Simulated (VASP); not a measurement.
# Cu2O (Pn-3m) in VASP: G0W0 quasiparticle levels with PBE

Aim: the G0W0 quasiparticle levels of Cu2O with PBE.

Program: VASP 6.6.1. These are calculated values, not measurements. Logs are shortened: lines on timing, memory, paths and dates and some standing lists are left out, and cuts for length are marked.

## (1) The cell of the first run

It takes space group Pn-3m (No. 224, cubic). Conventional cell: a = 4.270 Å, b = 4.270 Å, c = 4.270 Å, α = 90.00°, β = 90.00°, γ = 90.00°. Within 2.5 Å of Cu (site symmetry -3m) lie 2 O at 1.85 Å. Within 2.5 Å of O (site symmetry -43m) lie 4 Cu at 1.85 Å.

## (2) G0W0 quasiparticle levels, PBE

POSCAR reads:

```
Cu2O
1.0
    4.2700000000      0.0000000000      0.0000000000
    0.0000000000      4.2700000000      0.0000000000
    0.0000000000      0.0000000000      4.2700000000
Cu O
4 2
Direct
    0.2500000000      0.2500000000      0.2500000000
    0.2500000000      0.7500000000      0.7500000000
    0.7500000000      0.2500000000      0.7500000000
    0.7500000000      0.7500000000      0.2500000000
    0.0000000000      0.0000000000      0.0000000000
    0.5000000000      0.5000000000      0.5000000000
```

INCAR.step1 reads:

```
PREC     = Accurate       # precision mode
ENCUT    = 500            # plane-wave cutoff, eV
EDIFF    = 1E-8           # SCF threshold, eV
ISMEAR   = 0              # smearing method
SIGMA    = 0.01           # smearing width, eV
LREAL    = False          # projectors in reciprocal space
LASPH    = True           # aspherical terms in the spheres
NELM     = 60             # most SCF steps
ALGO     = Normal         # electronic algorithm
LWAVE    = True           # write WAVECAR
LCHARG   = False          # write CHGCAR
GGA      = PE             # functional
```

INCAR.step2 reads:

```
PREC     = Accurate       # precision mode
ENCUT    = 500            # plane-wave cutoff, eV
EDIFF    = 1E-8           # SCF threshold, eV
ISMEAR   = 0              # smearing method
SIGMA    = 0.01           # smearing width, eV
LREAL    = False          # projectors in reciprocal space
LASPH    = True           # aspherical terms in the spheres
NELM     = 1              # most SCF steps
ALGO     = Exact          # electronic algorithm
LWAVE    = True           # write WAVECAR
LCHARG   = False          # write CHGCAR
GGA      = PE             # functional
NBANDS   = 376            # bands
LOPTICS  = True           # frequency-dependent dielectric function
ISTART   = 1
```

INCAR.step3 reads:

```
PREC     = Accurate       # precision mode
ENCUT    = 500            # plane-wave cutoff, eV
EDIFF    = 1E-8           # SCF threshold, eV
ISMEAR   = 0              # smearing method
SIGMA    = 0.01           # smearing width, eV
LREAL    = False          # projectors in reciprocal space
LASPH    = True           # aspherical terms in the spheres
ALGO     = EVGW0          # electronic algorithm
LWAVE    = False          # write WAVECAR
LCHARG   = False          # write CHGCAR
GGA      = PE             # functional
NELMGW   = 1            
NBANDS   = 376            # bands
ENCUTGW  = 113.3          # cutoff of the response function
NOMEGA   = 48             # frequency points
PRECFOCK = Fast         
ISTART   = 1            
NBANDSGW = 36
```

KPOINTS reads:

```
regular mesh
0
Gamma
  2 2 2
```

Potentials or basis: VASP PAW PBE potentials, release 64 (Cu_GW, O_GW).

Launch:

```sh
$ cat potpaw_PBE.64/Cu_GW/POTCAR potpaw_PBE.64/O_GW/POTCAR > POTCAR
$ cp INCAR.step1 INCAR
$ mpirun -np 1 vasp_std > vasp.out
$ cp INCAR.step2 INCAR
$ mpirun -np 1 vasp_std > vasp.out
$ cp INCAR.step3 INCAR
$ mpirun -np 1 vasp_std > vasp.out
```

OUTCAR:

```text
PREC = Accurate
   ENCUT = 500
   EDIFF = 1E-8
   ISMEAR = 0
   LREAL = False
   LASPH = True
   GGA = PE
   NELMGW = 1
   ENCUTGW = 113.3
   PRECFOCK = Fast
   ISTART = 1

 ion  position               nearest neighbor table
   1  0.250  0.250  0.250-   5 1.85   6 1.85
   2  0.250  0.750  0.750-   5 1.85   6 1.85
   3  0.750  0.250  0.750-   5 1.85   6 1.85
   4  0.750  0.750  0.250-   5 1.85   6 1.85
   5  0.000  0.000  0.000-   1 1.85   2 1.85   3 1.85   4 1.85
   6  0.500  0.500  0.500-   1 1.85   2 1.85   3 1.85   4 1.85

  LATTYP: Found a simple cubic cell.
 ALAT       =     4.2700000000

  Lattice vectors:

 A1 = (   4.2700000000,   0.0000000000,   0.0000000000)
 A2 = (   0.0000000000,   4.2700000000,   0.0000000000)
 A3 = (   0.0000000000,   0.0000000000,   4.2700000000)

Analysis of symmetry for initial positions (statically):
=====================================================================
 Subroutine PRICEL returns:
 Original cell was already a primitive cell.

 Routine SETGRP: Setting up the symmetry group for a
 simple cubic supercell.

 Subroutine GETGRP returns: Found 48 space group operations
 (whereof 24 operations were pure point group operations)
 out of a pool of 48 trial point group operations.

The static configuration has the point symmetry T_d .
 The point group associated with its full space group is O_h .

Analysis of symmetry for dynamics (positions and initial velocities):
=====================================================================
 Subroutine PRICEL returns:
 Original cell was already a primitive cell.

 Routine SETGRP: Setting up the symmetry group for a
 simple cubic supercell.

 Subroutine GETGRP returns: Found 48 space group operations
 (whereof 24 operations were pure point group operations)
 out of a pool of 48 trial point group operations.

The dynamic configuration has the point symmetry T_d .
 The point group associated with its full space group is O_h .

 Subroutine INISYM returns: Found 48 space group operations
 (whereof 24 operations are pure point group operations),
 and found     1 'primitive' translations

----------------------------------------------------------------------------------------

                                     Primitive cell

  volume of cell :      77.8545

  direct lattice vectors                    reciprocal lattice vectors
[... 44 lines left out ...]

 Subroutine IBZKPT returns following result:
 ===========================================

 Found      4 irreducible k-points:

 Following reciprocal coordinates:
            Coordinates               Weight
  0.000000  0.000000  0.000000      1.000000
  0.500000  0.000000  0.000000      3.000000
  0.500000  0.500000  0.000000      3.000000
  0.500000  0.500000  0.500000      1.000000
   k-points           NKPTS =      4   k-points in BZ     NKDIM =      8   number of bands    NBANDS=    376
   number of dos      NEDOS =    301   number of ions     NIONS =      6
   total plane-waves  NPLWV =  32768
   dimension x,y,z NGX =    32 NGY =   32 NGZ =   32
   dimension x,y,z NGXF=    64 NGYF=   64 NGZF=   64
   ions per type =               4   2
   NGX,Y,Z   is equivalent  to a cutoff of  12.46, 12.46, 12.46 a.u.
   NGXF,Y,Z  is equivalent  to a cutoff of  24.92, 24.92, 24.92 a.u.
 SYSTEM =  unknown system
   PREC   = accura    normal or accurate (medium, high low for compatibility)
   ISTART =      1    job   : 0-new  1-cont  2-samecut
   ICHARG =      0    charge: 1-file 2-atom 10-const
   ISPIN  =      1    spin polarized calculation?
   LNONCOLLINEAR =      F non collinear calculations
   LSORBIT =      F    spin-orbit coupling
   LASPH  =      T    aspherical Exc in radial PAW
   ENCUT  =  500.0 eV  36.75 Ry    6.06 a.u.   7.79  7.79  7.79*2*pi/ulx,y,z
   NELM   =     60;   NELMIN=  2; NELMDL=  0     # of ELM steps
   EDIFF  = 0.1E-07   stopping-criterion for ELM
   LREAL  =      F    real-space projection
   EDIFFG = 0.1E-06   stopping-criterion for IOM
   NSW    =      0    number of steps for IOM
   IBRION =     -1    ionic relax: 0-MD 1-quasi-New 2-CG
   NFREE  =      0    steps in history (QN), initial steepest desc. (CG)
   ISIF   =      0    stress and relaxation
   ISYM   =      3    0-nonsym 1-usesym 2-fastsym
   POTIM  = 0.5000    time-step for ionic-motion
   TEBEG  =    0.0;   TEEND  =   0.0 temperature during run
   PSTRESS=    0.0 pullay stress
   NELECT =      56.0000    total number of electrons
   NUPDOWN=      -1.0000    fix difference up-down
   EMIN   =  10.00;   EMAX   =-10.00  energy-range for DOS
   EFERMI =   0.00;   METHOD = LEGACY
   ISMEAR =     0;   SIGMA  =   0.01  broadening in eV -4-tet -1-fermi 0-gaus
   EFERMI_NEDOS =   21; number of points for ismear=-14 and -15
   IALGO  =     38    algorithm
   IMIX   =      4    mixing-type and parameters
     AMIX     =   0.40;   BMIX     =  1.00
     AMIX_MAG =   1.60;   BMIX_MAG =  1.00
  volume/ion in A,a.u.               =      12.98        87.56
  Fermi-wavevector in a.u.,A,eV,Ry     =   1.466818  2.771885 29.273693  2.151556
  Thomas-Fermi vector in A             =   2.582510
   LORBIT       =      0    0 simple, 1 ext, 2 COOP (PROOUT), +10 PAW based schemes
   GGA     = PE    functional components
   LHFCALC =     T    Hartree Fock is set to
   PRECFOCK=fast      Normal, Fast or Accurate (Low or Medium for compatibility)
   ENCUT4O =  -1.0   cutoff for four orbital integrals eV
   NKREDX  =     1    reduce k-point grid by
   NKREDY  =     1    reduce k-point grid by
   NKREDZ  =     1    reduce k-point grid by
   AEXX    =    1.0000 exact exchange contribution
   HFSCREEN=    0.0000 screening length (either q_TF or 0.3 A-1)
   HFSCREENC=   0.0000 screening length for correlation (either q_TF or 0.3 A-1)
   ENCUTFOCK=  -1.0 apply spherical cutoff to Coloumb kernel
   IVDW    =     0    specifies the selected vdW correction
   LEPSILON=     F    determine dielectric tensor
   LRPA    =     F    only Hartree local field effects (RPA)
   LRPAFORCE           =     F    calculate RPA forces
   ENCUTGW             = 113.3    cutoff for response function in eV
   ENCUTGWSOFT         =  90.6    soft cutoff for Coulomb kernel in GW response function in eV
   ENCUTLF             =  -1.0    cutoff for local field effects
   NELMGW              =     1    number of iterations in solving QP/BSE equation
   NELMHF              =     1    number of iterations in the inner HF iteration
   NKREDLFX            =     1    NKREDLFY  =   1   NKREDLFZ  =   1
 non-spin polarized calculation
 Gauss-broadening in eV      SIGMA  =   0.01
  energy-cutoff  :      500.00
  volume of cell :       77.85
 maximum number of plane-waves:      2000
 NGX is ok and might be reduce to    32
  NGX = 18; NGY = 18; NGZ = 18
   NGX = 15   NGY = 15   NGZ = 15
 maximum number of plane-waves:       228
 NGX is ok and might be reduce to    16

 QP shifts <psi_nk| G(iteration)W_0 |psi_nk>: iteration 1
 for sc-GW calculations column KS-energies equals QP-energies in previous step
 and V_xc(KS)=  KS-energies - (<T + V_ion + V_H > + <T+V_H+V_ion>^1  + <V_x>^1)

 k-point   1 :       0.0000    0.0000    0.0000
  band No.  KS-energies  QP-energies   sigma(KS)   V_xc(KS)     V^pw_x(r,r')   Z            occupation Imag(sigma)

      1     -16.6829     -17.6002     -20.7731     -19.2584     -30.8141       0.6056       2.0000       0.9852
      2     -15.9523     -16.9600     -21.4871     -19.8875     -31.2945       0.6300       2.0000       0.8721
      3      -3.7835      -4.0106     -17.7386     -17.3859     -24.6520       0.6438       2.0000       0.6566
      4      -3.7835      -4.0106     -17.7386     -17.3859     -24.6520       0.6438       2.0000       0.6566
      5      -3.7835      -4.0106     -17.7386     -17.3859     -24.6520       0.6438       2.0000       0.6566
      6      -1.4659      -1.9080     -12.5590     -11.9054     -17.5707       0.6763       2.0000       0.5826
[... 148 lines left out ...]
     35      10.4328      10.4052     -10.0788     -10.0424      -4.6029       0.7575       0.0000      -0.3333
     36      11.0022      11.5281     -12.0802     -12.7791      -5.8296       0.7526       0.0000      -0.4788
```

OUTCAR.step2:

```text
PREC = Accurate
   ENCUT = 500
   EDIFF = 1E-8
   ISMEAR = 0
   LREAL = False
[... 723 lines left out ...]
     0.00000    31.13336    31.13336    31.13336    -0.00000    -0.00000    -0.00000
     2.02448     0.90794     0.90794     0.90794    -0.00000    -0.00000    -0.00000
     4.04896     2.99642     2.99642     2.99642    -0.00000    -0.00000    -0.00000
     6.07344    -2.75244    -2.75244    -2.75244    -0.00000    -0.00000    -0.00000
     8.09793    -0.25605    -0.25605    -0.25605    -0.00000    -0.00000    -0.00000
    10.12241    -0.09585    -0.09585    -0.09585    -0.00000    -0.00000    -0.00000
[... 92 lines left out ...]
   198.39918     0.97079     0.97079     0.97079     0.00000     0.00000     0.00000
   200.42366     0.97150     0.97150     0.97150     0.00000     0.00000     0.00000
```

Wall time 5.4 min (1 thread of AMD EPYC 7R13, shared host); peak memory 0.82 GiB.

What came out:

- Band gap on the k mesh, mean-field level: 0.52 eV, direct
- Quasiparticle gap: 1.24 eV
- Least direct quasiparticle gap: 1.24 eV

Levels at points of the mesh, in eV from the valence-band top:
```tsv
k point	band 25	band 26	band 27	band 28	band 29	band 30	band 31	band 32
(0.00, 0.00, 0.00)	-1.58	0.00	0.00	0.00	0.52	1.19	1.19	7.86
(0.50, 0.00, 0.00)	-1.18	-1.18	-0.39	-0.39	2.25	2.25	4.16	4.16
(0.50, 0.50, 0.00)	-1.20	-1.20	-0.65	-0.65	1.87	1.87	3.83	3.83
(0.50, 0.50, 0.50)	-0.97	-0.58	-0.58	-0.58	2.41	2.41	2.41	4.85
```

Caveat: the k points lie up to 0.74 Å⁻¹ apart; bands, screening cutoff and mesh are small and nothing is extrapolated, so the quasiparticle values aren't converged.
